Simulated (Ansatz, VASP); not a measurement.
**TiB4Mo: VASP beside Ansatz**

File INCAR:

```
SYSTEM = TiB4Mo
ALGO = Normal ; EDIFF = 1E-6
EDIFFG = -0.005 ; ENCUT = 600
GGA = CA ; IBRION = 2
ISIF = 3 ; ISMEAR = 0
LASPH = .True. ; LCHARG = .False.
LREAL = .False. ; LWAVE = .False.
NELM = 80 ; NSW = 70
PREC = Accurate ; SIGMA = 0.1
```

KPOINTS

```
k-points
0
Gamma
  15 15 6
  0 0 0
```

The input POSCAR:

```
TiB4Mo
1.0
    3.0524874365      0.0000000000      0.0000000000
   -1.5262437182      2.6435316648      0.0000000000
    0.0000000000      0.0000000000      6.4268998534
Ti B Mo
1 4 1
Direct
    0.0000000000      0.0000000000      0.5000000000
    0.3333333333      0.6666666667      0.7443606942
    0.3333333333      0.6666666667      0.2556393058
    0.6666666667      0.3333333333      0.7443606942
    0.6666666667      0.3333333333      0.2556393058
    0.0000000000      0.0000000000      0.0000000000
```

Input for Ansatz:

```yaml
crystal:
  lattice:
    - [3.0524874365, 0.0, 0.0]
    - [-1.5262437182, 2.6435316648, 0.0]
    - [0.0, 0.0, 6.4268998534]
  atoms:
    - { symbol: Ti, position: [0.0, 0.0, 0.5] }
    - { symbol: B, position: [0.3333333333, 0.6666666667, 0.7443606942] }
    - { symbol: B, position: [0.3333333333, 0.6666666667, 0.2556393058] }
    - { symbol: B, position: [0.6666666667, 0.3333333333, 0.7443606942] }
    - { symbol: B, position: [0.6666666667, 0.3333333333, 0.2556393058] }
    - { symbol: Mo, position: [0.0, 0.0, 0.0] }
basis:
  ecutwfc: 420
kpoints:
  mp_grid: { grid: [15, 15, 6] }
hamiltonian:
  xc: lda
scf:
  occupations: { method: gaussian, width: 0.1 }
output:
  forces: true
  stress: true
  eigenvalues: true
relax:
  adjacent_minimum: "off"
  f_tol: 0.005
  max_steps: 50
  cell: { stress_tol: 0.05 }
```

Alike in both runs: task relaxation of cell and atoms; functional LDA; k mesh 15 × 15 × 6; occupations gaussian, width 0.1 eV; no spin polarisation.

|  | VASP | Ansatz |
| --- | --- | --- |
| version | VASP 6.6.1 | Ansatz 0.2.0 |
| potentials or method | VASP PAW LDA potentials, release 64 (Ti_sv, B, Mo_sv), cutoff 600 eV | scalar-relativistic, plane waves, PAW |
| valence electrons in the cell | 38 | 38 |

Ansatz gave:

* gap on the k mesh at the Fermi level, each at its own relaxed structure (eV): none
* relaxed volume (Å³/atom): 8.28
* relaxed cell length with the largest relative difference (Å): 6.306

Estimate VASP's values.

gap on the k mesh at the Fermi level, each at its own relaxed structure (eV): none; relaxed volume (Å³/atom): 8.30; relaxed cell length with the largest relative difference (Å): 6.314.

LDA's correlation is that of Perdew and Zunger in VASP and of Perdew and Wang (1992) in Ansatz. A gap of «none» marks a metal or a gap that the smearing closes.
